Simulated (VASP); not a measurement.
Runs of VASP 6.6.1 on WS2. The structure is that of space group P-6m2 (No. 187), or close to it. The cells are those of the table. 

| cell | gap on the mesh (eV) | largest force (eV/Å) |
| --- | --- | --- |
| a = 3.184, b = 3.184, c = 16.273 Å, angles 90.0, 90.0, 120.0°, 3 atoms | 1.30 | 1.25 |
| a = 2.929, b = 2.929, c = 16.951 Å, angles 90.0, 90.0, 120.0°, 3 atoms | 1.92 | (a) |
| a = 3.184, b = 3.184, c = 17.629 Å, angles 90.0, 90.0, 120.0°, 3 atoms | 1.82 | 1.25 |
| a = 3.438, b = 3.438, c = 15.595 Å, angles 90.0, 90.0, 120.0°, 3 atoms | (b) | 0.76 |

Alike in all rows: task single point; level PBEsol; potentials or basis VASP PAW PBE potentials, release 64 (W_sv, S); no spin polarisation; k mesh 12 × 12 × 2; cutoff (eV) 520; smearing gaussian 0.05 eV.

Q: Fill in the values left out.

A: (a) 2.29; (b) none.

Caveats: the PAW data sets were made with another functional, which shifts forces and pressure a little; spin-orbit coupling is left out, which moves the levels of the heavy elements.

A k mesh can miss the band edges, and the runs leave out spin-orbit coupling on W.
